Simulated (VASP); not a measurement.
# MgO (P3m1) in VASP: single point with PBEsol

Aim: the single point of MgO with PBEsol.

Everything below comes from runs of VASP 6.6.1. Logs are shortened: lines on timing, memory, paths and dates and some standing lists are left out, and cuts for length are marked.

## 1. The cell of the first run

The structure is trigonal, space group P3m1 (No. 156). The conventional cell has a = 3.255 Å, b = 3.255 Å, c = 10.415 Å, α = 90.00°, β = 90.00°, γ = 120.00°. Mg (site symmetry 3m) has 4 O at 1.98 Å within 2.6 Å. Within 2.6 Å of Mg (site symmetry 3m) lie 4 O at 1.98 to 1.99 Å. Within 2.0 Å of Mg (site symmetry 3m) lie 4 O at 1.47 to 1.98 Å. Within 2.6 Å of Mg (site symmetry 3m) lie 4 O at 1.98 to 2.20 Å. O (site symmetry 3m) has 4 Mg at 1.98 Å within 2.6 Å. O (site symmetry 3m) has 1 Mg at 1.47 Å within 2.0 Å. Within 2.6 Å of O (site symmetry 3m) lie 4 Mg at 1.98 to 1.99 Å. O (site symmetry 3m) has 4 Mg at 1.98 Å within 2.6 Å.

## 2. Single point, PBEsol (atom 6 (O) moved by +0.000 Å along [1 0 0] and +0.520 Å along [0 0 1])

Input file INCAR:

```
PREC     = Accurate       # precision mode
ENCUT    = 520            # plane-wave cutoff, eV
EDIFF    = 1E-6           # SCF threshold, eV
ISMEAR   = 0              # smearing method
SIGMA    = 0.05           # smearing width, eV
LREAL    = False          # projectors in reciprocal space
LASPH    = True           # aspherical terms in the spheres
NELM     = 60             # most SCF steps
ALGO     = Normal         # electronic algorithm
ISIF     = 2              # what is computed and relaxed
LWAVE    = False          # write WAVECAR
LCHARG   = False          # write CHGCAR
GGA      = PS             # functional
NBANDS   = 26             # bands
```

Input file KPOINTS:

```
Automatic mesh
0
Gamma
  9 9 4
```

Input file POSCAR:

```
MgO
1.0
    3.2553371795      0.0000000000      0.0000000000
   -1.6276685897      2.8192046953      0.0000000000
    0.0000000000      0.0000000000     10.4149514991
Mg O
4 4
Direct
    0.3333333333      0.6666666667      0.9695963559
    0.0000000000      0.0000000000      0.2209473890
    0.0000000000      0.0000000000      0.7209473890
    0.6666666667      0.3333333333      0.4695963559
    0.3333333333      0.6666666667      0.7799156657
    0.0000000000      0.0000000000      0.5794669904
    0.0000000000      0.0000000000      0.0295387694
    0.6666666667      0.3333333333      0.2799156657
```

Potentials or basis: VASP PAW PBE potentials, release 64 (Mg, O).

Run with:

```
$ cat potpaw_PBE.64/Mg/POTCAR potpaw_PBE.64/O/POTCAR > POTCAR
$ mpirun -np 1 vasp_std > vasp.out
```

OUTCAR:

```text
PREC = Accurate
   ENCUT = 520
   EDIFF = 1E-6
   ISMEAR = 0
   LREAL = False
   LASPH = True
   NELM = 60
   ISIF = 2
   GGA = PS

 ion  position               nearest neighbor table
   1  0.333  0.667  0.970-   5 1.98   7 1.98   7 1.98   7 1.98   3 3.20   3 3.20   3 3.20   2 3.22
                             2 3.22   2 3.22
   2  0.000  0.000  0.221-   8 1.98   8 1.98   8 1.98   7 1.99   4 3.20   4 3.20   4 3.20   1 3.22
                             1 3.22   1 3.22
   3  0.000  0.000  0.721-   6 1.47   5 1.98   5 1.98   5 1.98   1 3.20   1 3.20   1 3.20   4 3.22
                             4 3.22   4 3.22
   4  0.667  0.333  0.470-   8 1.98   6 2.20   6 2.20   6 2.20   2 3.20   2 3.20   2 3.20   3 3.22
                             3 3.22   3 3.22
   5  0.333  0.667  0.780-   1 1.98   3 1.98   3 1.98   3 1.98
   6  0.000  0.000  0.579-   3 1.47   4 2.20   4 2.20   4 2.20
   7  0.000  0.000  0.030-   1 1.98   1 1.98   1 1.98   2 1.99
   8  0.667  0.333  0.280-   4 1.98   2 1.98   2 1.98   2 1.98

  LATTYP: Found a hexagonal cell.
 ALAT       =     3.2553371795
 C/A-ratio  =     3.1993464655

  Lattice vectors:

 A1 = (   3.2553371795,   0.0000000000,   0.0000000000)
 A2 = (  -1.6276685897,   2.8192046953,   0.0000000000)
 A3 = (   0.0000000000,   0.0000000000,  10.4149514991)

Analysis of symmetry for initial positions (statically):
=====================================================================
 Subroutine PRICEL returns:
 Original cell was already a primitive cell.

 Routine SETGRP: Setting up the symmetry group for a
 hexagonal supercell.

 Subroutine GETGRP returns: Found  6 space group operations
 (whereof  6 operations were pure point group operations)
 out of a pool of 24 trial point group operations.

The static configuration has the point symmetry C_3v.

Analysis of symmetry for dynamics (positions and initial velocities):
=====================================================================
 Subroutine PRICEL returns:
 Original cell was already a primitive cell.

 Routine SETGRP: Setting up the symmetry group for a
 hexagonal supercell.

 Subroutine GETGRP returns: Found  6 space group operations
 (whereof  6 operations were pure point group operations)
 out of a pool of 24 trial point group operations.

The dynamic configuration has the point symmetry C_3v.

 Subroutine INISYM returns: Found  6 space group operations
 (whereof  6 operations are pure point group operations),
 and found     1 'primitive' translations

----------------------------------------------------------------------------------------

                                     Primitive cell

  volume of cell :      95.5828

  direct lattice vectors                    reciprocal lattice vectors
     3.255337180  0.000000000  0.000000000     0.307187841  0.177354983  0.000000000
    -1.627668590  2.819204695  0.000000000     0.000000000  0.354709965  0.000000000
     0.000000000  0.000000000 10.414951499     0.000000000  0.000000000  0.096015810

  length of vectors
     3.255337180  3.255337179 10.414951499     0.354709965  0.354709965  0.096015810

  position of ions in fractional coordinates (direct lattice)
     0.333333333  0.666666667  0.969596356
     0.000000000  0.000000000  0.220947389
     0.000000000  0.000000000  0.720947389
     0.666666667  0.333333333  0.469596356
     0.333333333  0.666666667  0.779915666
     0.000000000  0.000000000  0.579466990
     0.000000000  0.000000000  0.029538769
     0.666666667  0.333333333  0.279915666

  ion indices of the primitive-cell ions
   primitive index   ion index
                 1           1
                 2           2
                 3           3
                 4           4
                 5           5
                 6           6
                 7           7
                 8           8

----------------------------------------------------------------------------------------

 KPOINTS: Automatic mesh

Automatic generation of k-mesh.
 Grid dimensions read from file:
 generate k-points for:    9    9    4

 Generating k-lattice:

  Cartesian coordinates                     Fractional coordinates (reciprocal lattice)
     0.034131982  0.019706109  0.000000000     0.111111111  0.000000000  0.000000000
     0.000000000  0.039412218  0.000000000     0.000000000  0.111111111  0.000000000
     0.000000000  0.000000000  0.024003952     0.000000000  0.000000000  0.250000000

  Length of vectors
     0.039412218  0.039412218  0.024003952

  Shift w.r.t. Gamma in fractional coordinates (k-lattice)
     0.000000000  0.000000000  0.000000000

 Subroutine IBZKPT returns following result:
 ===========================================

 Found     43 irreducible k-points:

 Following reciprocal coordinates:
            Coordinates               Weight
  0.000000  0.000000  0.000000      1.000000
  0.111111  0.000000  0.000000      6.000000
  0.222222 -0.000000  0.000000      6.000000
  0.333333  0.000000  0.000000      6.000000
  0.444444 -0.000000  0.000000      6.000000
  0.111111  0.111111  0.000000      6.000000
[... 16 lines left out ...]
  0.222222  0.111111  0.250000     12.000000
 -0.111111  0.333333  0.250000     12.000000
 [... further k-points ...]
   k-points           NKPTS =     43   k-points in BZ     NKDIM =     43   number of bands    NBANDS=     26
   number of dos      NEDOS =    301   number of ions     NIONS =      8
   total plane-waves  NPLWV =  46080
   dimension x,y,z NGX =    24 NGY =   24 NGZ =   80
   dimension x,y,z NGXF=    48 NGYF=   48 NGZF=  160
   ions per type =               4   4
   NGX,Y,Z   is equivalent  to a cutoff of  12.26, 12.26, 12.77 a.u.
   NGXF,Y,Z  is equivalent  to a cutoff of  24.51, 24.51, 25.54 a.u.
 SYSTEM =  unknown system
   PREC   = accura    normal or accurate (medium, high low for compatibility)
   ISTART =      0    job   : 0-new  1-cont  2-samecut
   ICHARG =      2    charge: 1-file 2-atom 10-const
   ISPIN  =      1    spin polarized calculation?
   LNONCOLLINEAR =      F non collinear calculations
   LSORBIT =      F    spin-orbit coupling
   LASPH  =      T    aspherical Exc in radial PAW
   ENCUT  =  520.0 eV  38.22 Ry    6.18 a.u.   6.05  6.05 19.36*2*pi/ulx,y,z
   NELM   =     60;   NELMIN=  2; NELMDL= -5     # of ELM steps
   EDIFF  = 0.1E-05   stopping-criterion for ELM
   LREAL  =      F    real-space projection
[... 7 lines left out ...]
   TEBEG  =    0.0;   TEEND  =   0.0 temperature during run
   PSTRESS=    0.0 pullay stress
   NELECT =      32.0000    total number of electrons
   NUPDOWN=      -1.0000    fix difference up-down
   EMIN   =  10.00;   EMAX   =-10.00  energy-range for DOS
   EFERMI =   0.00;   METHOD = LEGACY
   ISMEAR =     0;   SIGMA  =   0.05  broadening in eV -4-tet -1-fermi 0-gaus
   EFERMI_NEDOS =   21; number of points for ismear=-14 and -15
   IALGO  =     38    algorithm
   IMIX   =      4    mixing-type and parameters
     AMIX     =   0.40;   BMIX     =  1.00
     AMIX_MAG =   1.60;   BMIX_MAG =  1.00
  volume/ion in A,a.u.               =      11.95        80.63
  Fermi-wavevector in a.u.,A,eV,Ry     =   1.136750  2.148146 17.581449  1.292200
  Thomas-Fermi vector in A             =   2.273455
   LORBIT       =      0    0 simple, 1 ext, 2 COOP (PROOUT), +10 PAW based schemes
   GGA     = PS    functional components
   LHFCALC =     F    Hartree Fock is set to
   AEXX    =    0.0000 exact exchange contribution
   IVDW    =     0    specifies the selected vdW correction
   LEPSILON=     F    determine dielectric tensor
   LRPA    =     F    only Hartree local field effects (RPA)
 non-spin polarized calculation
 Gauss-broadening in eV      SIGMA  =   0.05
  energy-cutoff  :      520.00
  volume of cell :       95.58
 maximum number of plane-waves:      2616
   NGX = 13   NGY = 13   NGZ = 39

 number of electron      32.0000022 magnetization

 Free energy of the ion-electron system (eV)
  ---------------------------------------------------
  ext. energy  EPLUGINS =         0.00000000
  ---------------------------------------------------
  free energy    TOTEN  =       -45.13529196 eV

  energy without entropy =      -45.13529196  energy(sigma->0) =      -45.13529196

 E-fermi :   2.2963     XC(G=0):  -9.9280

 val. band max:        2.0244725738   @ k =   0.0000   0.0000   0.0000
 cond. band min:       3.3801028438   @ k =   0.0000   0.0000   0.0000
 fundamental gap:      1.3556302700
 Fermi energy:         2.2962593453

 k-point     1 :       0.0000    0.0000    0.0000
  band No.  band energies     occupation
      1     -16.2371      2.00000
      2     -14.7861      2.00000
      3     -14.7303      2.00000
      4     -13.1957      2.00000
      5      -3.0662      2.00000
      6      -1.3103      2.00000
[... 18 lines left out ...]
     25      14.1796      0.00000
     26      15.6551      0.00000

 k-point     2 :       0.1111    0.0000    0.0000
  band No.  band energies     occupation
      1     -16.1872      2.00000
      2     -14.7359      2.00000
      3     -14.6825      2.00000
      4     -13.1596      2.00000
      5      -2.9586      2.00000
      6      -1.5786      2.00000
[... 18 lines left out ...]
     25      14.3261      0.00000
     26      14.8153      0.00000

 k-point     3 :       0.2222   -0.0000    0.0000
  band No.  band energies     occupation
      1     -16.0579      2.00000
      2     -14.6067      2.00000
      3     -14.5572      2.00000
      4     -13.0669      2.00000
      5      -2.6874      2.00000
      6      -2.2170      2.00000
[... 572 lines left out ...]
 k-point    23 :       0.2222    0.1111    0.2500
  band No.  band energies     occupation
      1     -15.9562      2.00000
      2     -14.5100      2.00000
      3     -14.4526      2.00000
      4     -12.9948      2.00000
      5      -2.6410      2.00000
      6      -2.4149      2.00000
[... 18 lines left out ...]
     25      13.1702      0.00000
     26      13.7861      0.00000

 k-point    24 :      -0.1111    0.3333    0.2500
  band No.  band energies     occupation
      1     -15.9562      2.00000
      2     -14.5100      2.00000
      3     -14.4526      2.00000
      4     -12.9948      2.00000
      5      -2.6400      2.00000
      6      -2.4178      2.00000
[... 18 lines left out ...]
     25      13.2211      0.00000
     26      13.8412      0.00000

 [... further k-points ...]
[... 5 lines left out ...]
  --------------------------------------------------------------------------------------
  -------------------------------------------------------------------------------------
  Total       -0.7625787     -0.7625787     22.0112257     -0.0000000      0.0000000      0.0000000
  in kB      -12.7824894    -12.7824894    368.9563335     -0.0000000      0.0000000      0.0000000
  external PRESSURE =     114.4637849 kB  Pullay stress =       0.0000000 kB

 VOLUME and BASIS-vectors are now :
 -----------------------------------------------------------------------------
  energy-cutoff  :      520.00
  volume of cell :       95.58
      direct lattice vectors                 reciprocal lattice vectors
     3.255337180  0.000000000  0.000000000     0.307187841  0.177354983  0.000000000
    -1.627668590  2.819204695  0.000000000     0.000000000  0.354709965  0.000000000
     0.000000000  0.000000000 10.414951499     0.000000000  0.000000000  0.096015810

 POSITION                                       TOTAL-FORCE (eV/Angst)
 -----------------------------------------------------------------------------------
     -0.00000      1.87947     10.09830         0.000000     -0.000000     -1.005831
      0.00000      0.00000      2.30116        -0.000000      0.000000     -1.016187
      0.00000      0.00000      7.50863        -0.000000      0.000000     17.052890
      1.62767      0.93973      4.89082        -0.000000     -0.000000      2.956377
     -0.00000      1.87947      8.12278         0.000000     -0.000000      1.112686
      0.00000      0.00000      6.03512        -0.000000      0.000000    -21.068720
      0.00000      0.00000      0.30764        -0.000000      0.000000      1.019181
      1.62767      0.93973      2.91531        -0.000000      0.000000      0.949603
 -----------------------------------------------------------------------------------
    total drift:                               -0.000001     -0.000000     -0.002201

  FREE ENERGIE OF THE ION-ELECTRON SYSTEM (eV)
  ---------------------------------------------------
  free  energy   TOTEN  =       -45.1352919613 eV

  energy  without entropy=      -45.1352919613  energy(sigma->0) =      -45.13529196
```

It took 1.7 min on 1 thread of AMD EPYC 7R13 (Zen 3), shared host; peak memory 0.21 GiB.

What came out:

```yaml
Free_energy: -45.1353 eV
Pressure: 11.4 GPa
Largest_force: 21.069 eV/Å
Band_gap_on_the_k_mesh: 1.36 eV
```

Forces on the atoms (eV/Å):
```
Mg    0.000   0.000  -1.006
Mg    0.000   0.000  -1.016
Mg    0.000   0.000  17.053
Mg    0.000   0.000   2.956
O     0.000   0.000   1.113
O     0.000   0.000 -21.069
O     0.000   0.000   1.019
O     0.000   0.000   0.950
```

Levels at points of the mesh, in eV from the valence-band top:
```
           k point  band 14  band 15  band 16  band 17  band 18  band 19
(0.00, 0.00, 0.00)    -0.94     0.00     0.00     1.36     4.07     4.81
(0.00, 0.00, 0.50)    -1.26     0.00     0.00     1.71     3.40     5.91
```

Caveat: the cell differs from its parent crystal (atom 6 (O) moved by +0.000 Å along [1 0 0] and +0.520 Å along [0 0 1]); the stress differs along the axes, from -1 to 37 GPa; the PAW data sets were made with another functional, which shifts forces and pressure a little.
